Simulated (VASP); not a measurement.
# KI (P4/mmm) in VASP: notebook, part 2 of 2

VASP 6.6.1.

**4. Single point, PBE (strain +0.015 along x and y, -0.030 along z)**

INCAR reads:

```
SYSTEM = KI
PREC     = Accurate       ! precision mode
ENCUT    = 520            ! plane-wave cutoff, eV
EDIFF    = 1E-7           ! SCF threshold, eV
ISMEAR   = 0              ! smearing method
SIGMA    = 0.05           ! smearing width, eV
LREAL    = .FALSE.        ! projectors in reciprocal space
LASPH    = .TRUE.         ! aspherical terms in the spheres
NELM     = 100            ! most SCF steps
ALGO     = Normal         ! electronic algorithm
ISIF     = 2              ! what is computed and relaxed
LWAVE    = .FALSE.        ! write WAVECAR
LCHARG   = .FALSE.        ! write CHGCAR
GGA      = PE             ! functional
NBANDS   = 15             ! bands
```

KPOINTS reads:

```
Automatic mesh
0
G
  6 6 6
  0 0 0
```

POSCAR reads:

```
KI
1.0
    4.3555646099      0.0000000000      0.0000000000
    0.0000000000      4.3555646099      0.0000000000
    0.0000000000      0.0000000000      4.1624607602
K I
1 1
Direct
    0.0000000000      0.0000000000      0.0000000000
    0.5000000000      0.5000000000      0.5000000000
```

Potentials or basis: VASP PAW PBE potentials, release 64 (K_sv, I).

On the command line:

```sh
cat potpaw_PBE.64/K_sv/POTCAR potpaw_PBE.64/I/POTCAR > POTCAR
mpirun -np 1 vasp_std > vasp.out
```

OUTCAR:

```text
SYSTEM = KI
   PREC = Accurate
   ENCUT = 520
   EDIFF = 1E-7
   ISMEAR = 0
   LREAL = .FALSE.
   LASPH = .TRUE.
   NELM = 100
   ISIF = 2
   GGA = PE

 ion  position               nearest neighbor table
   1  0.000  0.000  0.000-
   2  0.500  0.500  0.500-

  LATTYP: Found a simple tetragonal cell.
 ALAT       =     4.3555646099
 C/A-ratio  =     0.9556650246

  Lattice vectors:

 A1 = (   4.3555646099,   0.0000000000,   0.0000000000)
 A2 = (   0.0000000000,   4.3555646099,   0.0000000000)
 A3 = (   0.0000000000,   0.0000000000,   4.1624607602)

Analysis of symmetry for initial positions (statically):
=====================================================================
 Subroutine PRICEL returns:
 Original cell was already a primitive cell.

 Routine SETGRP: Setting up the symmetry group for a
 simple tetragonal supercell.

 Subroutine GETGRP returns: Found 16 space group operations
 (whereof 16 operations were pure point group operations)
 out of a pool of 16 trial point group operations.

The static configuration has the point symmetry D_4h.

Analysis of symmetry for dynamics (positions and initial velocities):
=====================================================================
 Subroutine PRICEL returns:
 Original cell was already a primitive cell.

 Routine SETGRP: Setting up the symmetry group for a
 simple tetragonal supercell.

 Subroutine GETGRP returns: Found 16 space group operations
 (whereof 16 operations were pure point group operations)
 out of a pool of 16 trial point group operations.

The dynamic configuration has the point symmetry D_4h.

 Subroutine INISYM returns: Found 16 space group operations
 (whereof 16 operations are pure point group operations),
 and found     1 'primitive' translations

----------------------------------------------------------------------------------------

                                     Primitive cell

  volume of cell :      78.9658

  direct lattice vectors                    reciprocal lattice vectors
     4.355564610  0.000000000  0.000000000     0.229591359  0.000000000  0.000000000
     0.000000000  4.355564610  0.000000000     0.000000000  0.229591359  0.000000000
[... 120 lines left out ...]
 maximum number of plane-waves:      2152
   NGX = 17   NGY = 17   NGZ = 15

 number of electron      16.0000000 magnetization

 Free energy of the ion-electron system (eV)
  ---------------------------------------------------
  ext. energy  EPLUGINS =         0.00000000
  ---------------------------------------------------
  free energy    TOTEN  =        -5.41037811 eV

  energy without entropy =       -5.41037811  energy(sigma->0) =       -5.41037811

 E-fermi :   1.3488     XC(G=0):  -7.7119

 val. band max:        1.0622546331   @ k =   0.5000   0.5000   0.0000
 cond. band min:       4.1951181810   @ k =   0.0000   0.0000   0.0000
 fundamental gap:      3.1328635479
 Fermi energy:         1.3488495647

 k-point     1 :       0.0000    0.0000    0.0000
  band No.  band energies     occupation
      1     -28.4995      2.00000
      2     -11.9519      2.00000
      3     -11.9519      2.00000
      4     -11.9510      2.00000
      5     -10.2721      2.00000
      6       0.4270      2.00000
      7       0.4270      2.00000
      8       0.7483      2.00000
      9       4.1951      0.00000
     10       5.5543      0.00000
     11       5.7751      0.00000
     12       9.0708      0.00000
     13       9.3818      0.00000
     14       9.3818      0.00000
[... 401 lines left out ...]
      2     -12.0406      2.00000
      3     -12.0337      2.00000
      4     -11.9324      2.00000
      5      -9.9203      2.00000
      6      -0.9301      2.00000
      7      -0.5471      2.00000
      8       0.7260      2.00000
      9       5.3761      0.00000
     10       6.5308      0.00000
     11       7.7645      0.00000
     12       8.0045      0.00000
     13       8.6495      0.00000
     14       9.7269      0.00000
     15      10.2546      0.00000

 [... further k-points ...]

------------------------ aborting loop because EDIFF is reached ----------------------------------------

  FORCE on cell =-STRESS in cart. coord.  units (eV):
  Direction    XX          YY          ZZ          XY          YZ          ZX
  --------------------------------------------------------------------------------------
  -------------------------------------------------------------------------------------
  Total        0.0296471      0.0296471      0.7210457      0.0000000      0.0000000     -0.0000000
  in kB        0.6015244      0.6015244     14.6296618      0.0000000      0.0000000     -0.0000000
  external PRESSURE =       5.2775702 kB  Pullay stress =       0.0000000 kB

 VOLUME and BASIS-vectors are now :
 -----------------------------------------------------------------------------
  energy-cutoff  :      520.00
  volume of cell :       78.97
      direct lattice vectors                 reciprocal lattice vectors
     4.355564610  0.000000000  0.000000000     0.229591359  0.000000000  0.000000000
     0.000000000  4.355564610  0.000000000     0.000000000  0.229591359  0.000000000
     0.000000000  0.000000000  4.162460760     0.000000000  0.000000000  0.240242505

 POSITION                                       TOTAL-FORCE (eV/Angst)
 -----------------------------------------------------------------------------------
      0.00000      0.00000      0.00000         0.000000      0.000000      0.000000
      2.17778      2.17778      2.08123         0.000000      0.000000      0.000000
 -----------------------------------------------------------------------------------
    total drift:                                0.000000     -0.000000     -0.000000

  FREE ENERGIE OF THE ION-ELECTRON SYSTEM (eV)
  ---------------------------------------------------
  free  energy   TOTEN  =        -5.4103781091 eV

  energy  without entropy=       -5.4103781091  energy(sigma->0) =       -5.41037811
```

OSZICAR:

```text
N       E                     dE             d eps       ncg     rms          rms(c)
DAV:   1     0.883890781676E+02    0.88389E+02   -0.65348E+03  1200   0.917E+02
DAV:   2    -0.497396499551E+00   -0.88886E+02   -0.82649E+02  1557   0.216E+02
DAV:   3    -0.531332252468E+01   -0.48159E+01   -0.47954E+01  1722   0.439E+01
DAV:   4    -0.551919440529E+01   -0.20587E+00   -0.20583E+00  1861   0.810E+00
DAV:   5    -0.552089019729E+01   -0.16958E-02   -0.16958E-02  1707   0.809E-01    0.269E+00
DAV:   6    -0.542779322258E+01    0.93097E-01   -0.66597E-02  1543   0.174E+00    0.193E+00
DAV:   7    -0.540770038513E+01    0.20093E-01   -0.91038E-02  1606   0.174E+00    0.740E-01
DAV:   8    -0.541016689874E+01   -0.24665E-02   -0.13345E-02  1368   0.758E-01    0.155E-01
DAV:   9    -0.541030577797E+01   -0.13888E-03   -0.58048E-04  1711   0.161E-01    0.723E-02
DAV:  10    -0.541036252735E+01   -0.56749E-04   -0.92044E-05  1490   0.616E-02    0.159E-02
DAV:  11    -0.541037882052E+01   -0.16293E-04   -0.25987E-05  1438   0.333E-02    0.186E-02
DAV:  12    -0.541037837603E+01    0.44449E-06   -0.59332E-07  1648   0.583E-03    0.120E-02
DAV:  13    -0.541037818293E+01    0.19310E-06   -0.30833E-07  1473   0.309E-03    0.406E-03
DAV:  14    -0.541037810906E+01    0.73868E-07   -0.12692E-07  1580   0.174E-03
   1 F= -.54103781E+01 E0= -.54103781E+01  d E =-.703628E-18
```

Run time: 13 s. Hardware: 1 thread of AMD EPYC 9R45 (Zen 5), shared host; peak memory 0.17 GiB.

What came out:

- Free energy: -5.4104 eV
- Pressure: 0.5 GPa
- Band gap on the k mesh: 3.13 eV (least direct gap 3.45 eV)

Caveat: the cell differs from its parent crystal (strain +0.015 along x and y, -0.030 along z); spin-orbit coupling is left out, which moves the levels of the heavy elements.

**5. Overview**

| cell | gap on the mesh (eV) | pressure (GPa) |
| --- | --- | --- |
| a = 4.291, b = 4.291, c = 4.227 Å, 2 atoms | 3.31 | 0.7 |
| a = 4.227, b = 4.227, c = 4.420 Å, 2 atoms | 3.22 | 0.5 |
| a = 4.356, b = 4.356, c = 4.162 Å, 2 atoms | 3.13 | 0.5 |

Alike in all rows: task single point; level PBE; potentials or basis VASP PAW PBE potentials, release 64 (K_sv, I); no spin polarisation; k mesh 6 × 6 × 6; cutoff (eV) 520; smearing gaussian 0.05 eV.

Caveats: spin-orbit coupling is left out, which moves the levels of the heavy elements.

Absolute energies hang on the potentials; compare differences alone.
